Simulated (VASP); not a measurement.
# Hf (P6/mmm) in VASP: notebook

The runs below take Hf through single point, with PBEsol.

Everything below comes from runs of VASP 6.6.1. Logs are shortened: lines on timing, memory, paths and dates and some standing lists are left out, and cuts for length are marked.

**1. The cell of the first run**

The structure is hexagonal, space group P6/mmm (No. 191). The conventional cell has a = 4.638 Å, b = 4.638 Å, c = 2.892 Å, α = 90.00°, β = 90.00°, γ = 120.00°. Within 3.5 Å of Hf (site symmetry -6m2) lie 11 Hf at 2.68 to 3.04 Å. Within 3.8 Å of Hf (site symmetry 6/mmm) lie 14 Hf at 2.89 to 3.04 Å.

This isn't the form of Hf at room conditions, which is hcp.

**2. Single point, PBEsol (17.96 Å³/atom)**

Input file INCAR:

```
ALGO = Fast ; EDIFF = 1E-6
ENCUT = 520 ; GGA = PS
ISIF = 2 ; ISMEAR = 0
LASPH = True ; LCHARG = True
LELF = True ; LREAL = False
LVHAR = True ; LWAVE = False
NBANDS = 22 ; NELM = 80
PREC = Accurate ; SIGMA = 0.05
```

Input file KPOINTS:

```
k-points
0
Gamma
  10 10 14
```

Input file POSCAR:

```
Hf
1.0
    4.6379808081      0.0000000000      0.0000000000
   -2.3189904041      4.0166092021      0.0000000000
    0.0000000000      0.0000000000      2.8917589834
Hf
3
Direct
    0.6666666667      0.3333333333      0.5000000000
    0.3333333333      0.6666666667      0.5000000000
    0.0000000000      0.0000000000      0.0000000000
```

Potentials or basis: VASP PAW PBE potentials, release 64 (Hf_pv).

On the command line:

```sh
> cat potpaw_PBE.64/Hf_pv/POTCAR > POTCAR
> mpirun -np 1 vasp_std > vasp.out
```

OUTCAR:

```text
EDIFF = 1E-6
   ENCUT = 520
   GGA = PS
   ISIF = 2
   ISMEAR = 0
   LASPH = True
   LREAL = False
   NELM = 80
   PREC = Accurate

 ion  position               nearest neighbor table
   1  0.667  0.333  0.500-   2 2.68   2 2.68   2 2.68   3 3.04   3 3.04   3 3.04   3 3.04   3 3.04
                             3 3.04
   2  0.333  0.667  0.500-   1 2.68   1 2.68   1 2.68   3 3.04   3 3.04   3 3.04   3 3.04   3 3.04
                             3 3.04
   3  0.000  0.000  0.000-   1 3.04   2 3.04   1 3.04   2 3.04   1 3.04   1 3.04   2 3.04   2 3.04
                             1 3.04   1 3.04   2 3.04   2 3.04

  LATTYP: Found a hexagonal cell.
 ALAT       =     4.6379808081
 C/A-ratio  =     0.6234952457

  Lattice vectors:

 A1 = (   4.6379808081,   0.0000000000,   0.0000000000)
 A2 = (  -2.3189904041,   4.0166092021,   0.0000000000)
 A3 = (   0.0000000000,   0.0000000000,   2.8917589834)

Analysis of symmetry for initial positions (statically):
=====================================================================
 Subroutine PRICEL returns:
 Original cell was already a primitive cell.

 Routine SETGRP: Setting up the symmetry group for a
 hexagonal supercell.

 Subroutine GETGRP returns: Found 24 space group operations
 (whereof 24 operations were pure point group operations)
 out of a pool of 24 trial point group operations.

The static configuration has the point symmetry D_6h.

Analysis of symmetry for dynamics (positions and initial velocities):
=====================================================================
 Subroutine PRICEL returns:
 Original cell was already a primitive cell.

 Routine SETGRP: Setting up the symmetry group for a
 hexagonal supercell.

 Subroutine GETGRP returns: Found 24 space group operations
 (whereof 24 operations were pure point group operations)
 out of a pool of 24 trial point group operations.

The dynamic configuration has the point symmetry D_6h.

 Subroutine INISYM returns: Found 24 space group operations
 (whereof 24 operations are pure point group operations),
 and found     1 'primitive' translations

----------------------------------------------------------------------------------------

                                     Primitive cell

  volume of cell :      53.8705

  direct lattice vectors                    reciprocal lattice vectors
     4.637980808  0.000000000  0.000000000     0.215611069  0.124483109  0.000000000
    -2.318990404  4.016609202  0.000000000     0.000000000  0.248966217  0.000000000
     0.000000000  0.000000000  2.891758983     0.000000000  0.000000000  0.345810286

  length of vectors
     4.637980808  4.637980808  2.891758983     0.248966217  0.248966217  0.345810286

  position of ions in fractional coordinates (direct lattice)
     0.666666667  0.333333333  0.500000000
     0.333333333  0.666666667  0.500000000
     0.000000000  0.000000000  0.000000000

  ion indices of the primitive-cell ions
   primitive index   ion index
                 1           1
                 2           2
                 3           3

----------------------------------------------------------------------------------------

 KPOINTS: k-points

Automatic generation of k-mesh.
 Grid dimensions read from file:
 generate k-points for:   10   10   14

 Generating k-lattice:

  Cartesian coordinates                     Fractional coordinates (reciprocal lattice)
     0.021561107  0.012448311  0.000000000     0.100000000 -0.000000000  0.000000000
     0.000000000  0.024896622  0.000000000     0.000000000  0.100000000  0.000000000
     0.000000000  0.000000000  0.024700735     0.000000000  0.000000000  0.071428571

  Length of vectors
     0.024896622  0.024896622  0.024700735

  Shift w.r.t. Gamma in fractional coordinates (k-lattice)
     0.000000000  0.000000000  0.000000000

 Subroutine IBZKPT returns following result:
 ===========================================

 Found    112 irreducible k-points:

 Following reciprocal coordinates:
            Coordinates               Weight
  0.000000  0.000000  0.000000      1.000000
  0.100000  0.000000  0.000000      6.000000
  0.200000  0.000000  0.000000      6.000000
  0.300000  0.000000  0.000000      6.000000
  0.400000  0.000000  0.000000      6.000000
  0.500000  0.000000  0.000000      3.000000
[... 16 lines left out ...]
  0.300000  0.100000  0.071429     24.000000
  0.400000  0.100000  0.071429     24.000000
 [... further k-points ...]
   k-points           NKPTS =    112   k-points in BZ     NKDIM =    112   number of bands    NBANDS=     22
   number of dos      NEDOS =    301   number of ions     NIONS =      3
   total plane-waves  NPLWV =  31104
   dimension x,y,z NGX =    36 NGY =   36 NGZ =   24
   dimension x,y,z NGXF=    72 NGYF=   72 NGZF=   48
   ions per type =               3
   NGX,Y,Z   is equivalent  to a cutoff of  12.90, 12.90, 13.80 a.u.
   NGXF,Y,Z  is equivalent  to a cutoff of  25.81, 25.81, 27.59 a.u.
 SYSTEM =  unknown system
   PREC   = accura    normal or accurate (medium, high low for compatibility)
   ISTART =      0    job   : 0-new  1-cont  2-samecut
   ICHARG =      2    charge: 1-file 2-atom 10-const
   ISPIN  =      1    spin polarized calculation?
   LNONCOLLINEAR =      F non collinear calculations
   LSORBIT =      F    spin-orbit coupling
   LASPH  =      T    aspherical Exc in radial PAW
   ENCUT  =  520.0 eV  38.22 Ry    6.18 a.u.   8.62  8.62  5.38*2*pi/ulx,y,z
   NELM   =     80;   NELMIN=  2; NELMDL= -5     # of ELM steps
   EDIFF  = 0.1E-05   stopping-criterion for ELM
   LREAL  =      F    real-space projection
   EDIFFG = 0.1E-04   stopping-criterion for IOM
   NSW    =      0    number of steps for IOM
   IBRION =     -1    ionic relax: 0-MD 1-quasi-New 2-CG
   NFREE  =      0    steps in history (QN), initial steepest desc. (CG)
   ISIF   =      2    stress and relaxation
   ISYM   =      2    0-nonsym 1-usesym 2-fastsym
   POTIM  = 0.5000    time-step for ionic-motion
   TEBEG  =    0.0;   TEEND  =   0.0 temperature during run
   PSTRESS=    0.0 pullay stress
   NELECT =      30.0000    total number of electrons
   NUPDOWN=      -1.0000    fix difference up-down
   EMIN   =  10.00;   EMAX   =-10.00  energy-range for DOS
   EFERMI =   0.00;   METHOD = LEGACY
   ISMEAR =     0;   SIGMA  =   0.05  broadening in eV -4-tet -1-fermi 0-gaus
   EFERMI_NEDOS =   21; number of points for ismear=-14 and -15
   IALGO  =     68    algorithm
   IMIX   =      4    mixing-type and parameters
     AMIX     =   0.40;   BMIX     =  1.00
     AMIX_MAG =   1.60;   BMIX_MAG =  1.00
  volume/ion in A,a.u.               =      17.96       121.18
  Fermi-wavevector in a.u.,A,eV,Ry     =   1.346889  2.545251 24.682454  1.814109
  Thomas-Fermi vector in A             =   2.474684
   LORBIT       =      0    0 simple, 1 ext, 2 COOP (PROOUT), +10 PAW based schemes
   GGA     = PS    functional components
   LHFCALC =     F    Hartree Fock is set to
   AEXX    =    0.0000 exact exchange contribution
   IVDW    =     0    specifies the selected vdW correction
   LEPSILON=     F    determine dielectric tensor
   LRPA    =     F    only Hartree local field effects (RPA)
 non-spin polarized calculation
 RMM-DIIS sequential band-by-band and
 Gauss-broadening in eV      SIGMA  =   0.05
  energy-cutoff  :      520.00
  volume of cell :       53.87
 maximum number of plane-waves:      1467
 NGX is ok and might be reduce to    36
   NGX = 17   NGY = 17   NGZ = 11

 number of electron      30.0000001 magnetization

 Free energy of the ion-electron system (eV)
  ---------------------------------------------------
  ext. energy  EPLUGINS =         0.00000000
  ---------------------------------------------------
  free energy    TOTEN  =       -30.66536211 eV

  energy without entropy =      -30.66220267  energy(sigma->0) =      -30.66378239

 E-fermi :   6.1912     XC(G=0): -12.4368

 val. band max:        6.1812136954   @ k =   0.1000   0.0000   0.0000
 cond. band min:       6.1956768333   @ k =   0.4000   0.0000   0.0714
 fundamental gap:      0.0144631379
 Fermi energy:         6.1912066292

 k-point     1 :       0.0000    0.0000    0.0000
  band No.  band energies     occupation
      1     -24.3628      2.00000
      2     -24.3628      2.00000
      3     -24.1586      2.00000
      4     -24.1586      2.00000
      5     -23.4792      2.00000
      6     -23.0819      2.00000
[... 14 lines left out ...]
     21       9.4570      0.00000
     22       9.4601      0.00000

 k-point     2 :       0.1000    0.0000    0.0000
  band No.  band energies     occupation
      1     -24.4549      2.00000
      2     -24.4242      2.00000
      3     -24.0580      2.00000
      4     -24.0438      2.00000
      5     -23.4681      2.00000
      6     -23.0871      2.00000
[... 14 lines left out ...]
     21       8.9422      0.00000
     22      10.1231      0.00000

 k-point     3 :       0.2000    0.0000    0.0000
  band No.  band energies     occupation
      1     -24.5863      2.00000
      2     -24.4652      2.00000
      3     -23.9032      2.00000
      4     -23.8605      2.00000
      5     -23.4365      2.00000
      6     -23.1281      2.00000
[... 14 lines left out ...]
     21       9.1789      0.00000
     22      10.8544      0.00000

 k-point     4 :       0.3000    0.0000    0.0000
  band No.  band energies     occupation
      1     -24.6931      2.00000
      2     -24.4213      2.00000
      3     -23.7639      2.00000
      4     -23.7486      2.00000
      5     -23.3902      2.00000
      6     -23.2988      2.00000
[... 14 lines left out ...]
     21       9.8787      0.00000
     22      11.6148      0.00000

 k-point     5 :       0.4000    0.0000    0.0000
  band No.  band energies     occupation
      1     -24.7614      2.00000
      2     -24.2884      2.00000
      3     -23.8573      2.00000
      4     -23.6656      2.00000
      5     -23.3412      2.00000
      6     -23.3333      2.00000
[... 14 lines left out ...]
     21      10.5351      0.00000
     22      10.7803      0.00000

 k-point     6 :       0.5000    0.0000    0.0000
  band No.  band energies     occupation
      1     -24.7849      2.00000
      2     -24.0900      2.00000
      3     -24.0783      2.00000
      4     -23.6295      2.00000
      5     -23.3160      2.00000
      6     -23.3142      2.00000
[... 14 lines left out ...]
     21       9.7004      0.00000
     22      11.5267      0.00000

 k-point     7 :       0.1000    0.1000    0.0000
  band No.  band energies     occupation
      1     -24.5328      2.00000
      2     -24.4845      2.00000
      3     -23.9319      2.00000
      4     -23.9174      2.00000
      5     -23.4467      2.00000
      6     -23.0969      2.00000
[... 324 lines left out ...]
      6     -23.3198      2.00000
[... 14 lines left out ...]
     21       9.7186      0.00000
     22      11.5626      0.00000

 k-point    21 :       0.1000    0.1000    0.0714
  band No.  band energies     occupation
      1     -24.5212      2.00000
      2     -24.4707      2.00000
      3     -23.9298      2.00000
      4     -23.9126      2.00000
      5     -23.4943      2.00000
      6     -23.1818      2.00000
[... 14 lines left out ...]
     21       9.0398      0.00000
     22      10.8077      0.00000

 k-point    22 :       0.2000    0.1000    0.0714
  band No.  band energies     occupation
      1     -24.6123      2.00000
      2     -24.4762      2.00000
      3     -23.8203      2.00000
      4     -23.7536      2.00000
      5     -23.4600      2.00000
      6     -23.2740      2.00000
[... 14 lines left out ...]
     21       9.5308      0.00000
     22      11.5224      0.00000

 k-point    23 :       0.3000    0.1000    0.0714
  band No.  band energies     occupation
      1     -24.6882      2.00000
      2     -24.3921      2.00000
      3     -23.8274      2.00000
      4     -23.6507      2.00000
      5     -23.4307      2.00000
      6     -23.3308      2.00000
[... 14 lines left out ...]
     21      10.2808      0.00000
     22      10.8166      0.00000

 k-point    24 :       0.4000    0.1000    0.0714
  band No.  band energies     occupation
      1     -24.7294      2.00000
      2     -24.2298      2.00000
      3     -24.0109      2.00000
      4     -23.5995      2.00000
      5     -23.3736      2.00000
      6     -23.3293      2.00000
[... 14 lines left out ...]
     21       9.9138      0.00000
     22      11.2264      0.00000

 [... further k-points ...]
[... 5 lines left out ...]
  --------------------------------------------------------------------------------------
  -------------------------------------------------------------------------------------
  Total        8.9657246      8.9657246      9.0808685     -0.0000000      0.0000000      0.0000000
  in kB      266.6523139    266.6523139    270.0768425     -0.0000000      0.0000000      0.0000000
  external PRESSURE =     267.7938234 kB  Pullay stress =       0.0000000 kB

 VOLUME and BASIS-vectors are now :
 -----------------------------------------------------------------------------
  energy-cutoff  :      520.00
  volume of cell :       53.87
      direct lattice vectors                 reciprocal lattice vectors
     4.637980808  0.000000000  0.000000000     0.215611069  0.124483109  0.000000000
    -2.318990404  4.016609202  0.000000000     0.000000000  0.248966217  0.000000000
     0.000000000  0.000000000  2.891758983     0.000000000  0.000000000  0.345810286

 POSITION                                       TOTAL-FORCE (eV/Angst)
 -----------------------------------------------------------------------------------
      2.31899      1.33887      1.44588        -0.000000      0.000000      0.000000
     -0.00000      2.67774      1.44588         0.000000     -0.000000     -0.000000
      0.00000      0.00000      0.00000         0.000000      0.000000      0.000000
 -----------------------------------------------------------------------------------
    total drift:                                0.000000     -0.000000     -0.000000

  FREE ENERGIE OF THE ION-ELECTRON SYSTEM (eV)
  ---------------------------------------------------
  free  energy   TOTEN  =       -30.6653621096 eV

  energy  without entropy=      -30.6622026681  energy(sigma->0) =      -30.66378239
```

Run time: 46 s. Hardware: 1 thread of Intel Xeon 6975P-C (Granite Rapids), shared host; peak memory 0.24 GiB.

Results:

```yaml
Free_energy: -30.6654 eV
Pressure: 26.8 GPa
Band_gap_on_the_k_mesh: zero (bands 15 and 16 overlap by 1.03 eV)
```

Levels at points of the mesh, in eV from the Fermi level:
```csv
k point,band 11,band 12,band 13,band 14,band 15,band 16,band 17,band 18,band 19,band 20
"(0.00, 0.00, 0.00)",-3.33,-0.65,-0.55,-0.55,-0.49,-0.49,1.22,2.41,2.41,3.24
"(0.50, 0.00, 0.00)",-4.56,-4.26,-0.83,-0.81,-0.61,-0.02,0.99,1.59,2.13,3.46
"(0.00, 0.00, 0.50)",-3.52,-3.18,-2.53,-2.53,-1.97,1.55,1.55,2.58,2.58,6.42
"(0.50, 0.00, 0.50)",-3.38,-2.72,-2.04,-1.06,-0.63,0.35,1.23,1.48,2.22,4.14
```

Caveat: the cell stands under pressure; the PAW data sets were made with another functional, which shifts forces and pressure a little; spin-orbit coupling is left out, which moves the levels of the heavy elements.

**3. Single point, PBEsol**

This run uses another cell than the first one, of 21.38 Å³/atom.

Input file INCAR:

```
SYSTEM = Hf
PREC     = Accurate       ! precision mode
ENCUT    = 520            ! plane-wave cutoff, eV
EDIFF    = 1E-7           ! SCF threshold, eV
ISMEAR   = 0              ! smearing method
SIGMA    = 0.05           ! smearing width, eV
LREAL    = .False.        ! projectors in reciprocal space
LASPH    = .True.         ! aspherical terms in the spheres
NELM     = 80             ! most SCF steps
ALGO     = Fast           ! electronic algorithm
ISIF     = 2              ! what is computed and relaxed
LWAVE    = .False.        ! write WAVECAR
LCHARG   = .False.        ! write CHGCAR
GGA      = PS             ! functional
NBANDS   = 22             ! bands
```

Input file KPOINTS:

```
Automatic mesh
0
Gamma
  10 10 12
  0 0 0
```

Input file POSCAR:

```
Hf
1.0
    4.9188807833      0.0000000000      0.0000000000
   -2.4594403916      4.2598757165      0.0000000000
    0.0000000000      0.0000000000      3.0606108110
Hf
3
Direct
    0.6666666667      0.3333333333      0.5000000000
    0.3333333333      0.6666666667      0.5000000000
    0.0000000000      0.0000000000      0.0000000000
```

Potentials or basis: VASP PAW PBE potentials, release 64 (Hf_pv).

On the command line:

```sh
> cat potpaw_PBE.64/Hf_pv/POTCAR > POTCAR
> mpirun -np 1 vasp_std > vasp.out
```

Run time: 1.8 min. Hardware: 1 thread of Intel Xeon 6975P-C (Granite Rapids), shared host; peak memory 0.25 GiB.

Results (log left out):

```yaml
Free_energy: -31.4101 eV
Pressure: -0.4 GPa
Band_gap_on_the_k_mesh: zero (bands 15 and 16 overlap by 0.96 eV)
```

Stress tensor (GPa, compression positive):
```
-0.42  0.00  0.00
 0.00 -0.42  0.00
 0.00  0.00 -0.25
```

Levels at points of the mesh, in eV from the Fermi level:
```tsv
k point	band 11	band 12	band 13	band 14	band 15	band 16	band 17	band 18	band 19	band 20
(0.00, 0.00, 0.00)	-2.60	-0.61	-0.61	-0.61	-0.57	-0.57	1.13	2.19	2.19	2.94
(0.50, 0.00, 0.00)	-4.51	-3.62	-0.49	-0.44	-0.36	0.18	0.89	1.24	1.60	3.07
(0.00, 0.00, 0.50)	-2.63	-2.63	-2.16	-1.96	-1.96	1.43	1.43	2.10	2.10	5.40
(0.50, 0.00, 0.50)	-3.01	-2.07	-1.46	-0.79	-0.67	0.58	0.63	1.14	1.75	3.52
```

Caveat: the PAW data sets were made with another functional, which shifts forces and pressure a little; spin-orbit coupling is left out, which moves the levels of the heavy elements.

[end of part 1 of 2]
